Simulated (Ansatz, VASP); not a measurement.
Two plane-wave programs on MgO

```
Mg O
1.0
     0.00000    2.12722    2.12722
     2.12722    0.00000    2.12722
     2.12722    2.12722    0.00000
Mg O
1 1
Cartesian
  0.0849 0.0566 0.0000
  1.9982 2.0412 2.1272
```

Change from the starting cell: mode 4 frozen in at -0.129 Å and mode 5 at -0.086 Å (largest displacements).

Alike in both runs: task single point; functional PBE; k mesh 10 × 10 × 10; occupations gaussian, width 0.05 eV; no spin polarisation.

|  | VASP | Ansatz |
| --- | --- | --- |
| version | VASP 6.6.1 | Ansatz 0.2.0 |
| potentials or method | VASP PAW PBE potentials, release 64 (Mg, O), cutoff 520 eV | scalar-relativistic, plane waves, PAW |
| valence electrons in the cell | 8 | 16 |

```tsv
	VASP	Ansatz	Ansatz less VASP
gap on the k mesh at the Fermi level (eV)	4.42	4.44	+0.020
least direct gap on the mesh (eV)	4.42	4.44	+0.020
pressure (GPa)	5.1	5.8	+0.70
traceless stress, the component that is largest in VASP (GPa)	7.96	7.84	-0.119
rms of the force components (eV/Å)	0.832	0.822	-0.0102
```

Atom by atom the forces differ by 0.010 eV/Å (rms over components). VASP's potentials hold 8 valence electrons a cell and Ansatz's 16, so a difference there can come from the potentials and not from the codes.
